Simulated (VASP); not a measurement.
# SiNi: single point with LDA

The system is SiNi.

```
Si Ni
1.0
     5.04771    0.00000    0.00000
     0.00000    3.33061    0.00000
     0.00000    0.00000    5.48169
Si Ni
4 4
Direct
  0.32031 0.75000 0.08672
  0.17969 0.25000 0.58672
  0.82031 0.75000 0.41328
  0.67969 0.25000 0.91328
  0.00911 0.25000 0.18772
  0.49089 0.75000 0.68772
  0.50911 0.25000 0.31228
  0.99089 0.75000 0.81228
```

- Program: VASP 6.6.1
- Task: single point
- Functional: LDA
- Potentials or basis: VASP PAW LDA potentials, release 64 (Si, Ni)
- Cutoff: 520 eV
- k mesh: 8 × 10 × 6
- Occupations: gaussian, width 0.05 eV
- Spin: no spin polarisation
- Dipole correction: no
- Further INCAR settings: ALGO = Normal; EDIFF = 1e-07; NBANDS = 38

* Pressure: 0.3 GPa
* Largest force: 0.016 eV/Å
* Band gap on the k mesh: zero (bands 28 and 29 overlap by 1.95 eV)

Forces in eV/Å, atoms in the order of the input:
```
Si   0.004  0.000  0.002
Si  -0.004  0.000  0.002
Si   0.004  0.000 -0.002
Si  -0.004  0.000 -0.002
Ni   0.016  0.000  0.000
Ni  -0.016  0.000  0.000
Ni   0.016  0.000  0.000
Ni  -0.016  0.000  0.000
```

Levels at points of the mesh, in eV from the Fermi level:
```tsv
k point	band 26	band 27	band 28	band 29	band 30	band 31
(0.00, 0.00, 0.00)	-1.28	-1.17	-0.95	0.72	1.49	3.47
(0.50, 0.00, 0.00)	-1.94	1.06	1.06	1.17	1.17	3.86
(0.00, 0.50, 0.00)	-2.03	-1.48	-1.48	-0.59	-0.59	2.15
(0.50, 0.50, 0.00)	-1.79	-1.79	-1.79	0.55	0.55	0.55
(0.00, 0.00, 0.50)	-1.43	-0.17	-0.17	0.91	0.91	3.50
(0.50, 0.00, 0.50)	-0.96	0.89	0.89	2.43	2.43	2.73
(0.00, 0.50, 0.50)	-2.12	-1.78	-1.78	0.23	0.23	1.48
(0.50, 0.50, 0.50)	-2.01	-2.01	-2.01	2.74	2.74	2.74
```

Run time: 10 min on 1 thread of Intel Xeon 8259CL, with other jobs on the host, peak memory 0.4 GiB.

Spin polarisation is off, so any magnetic state and its effect on volume and gap are missing.
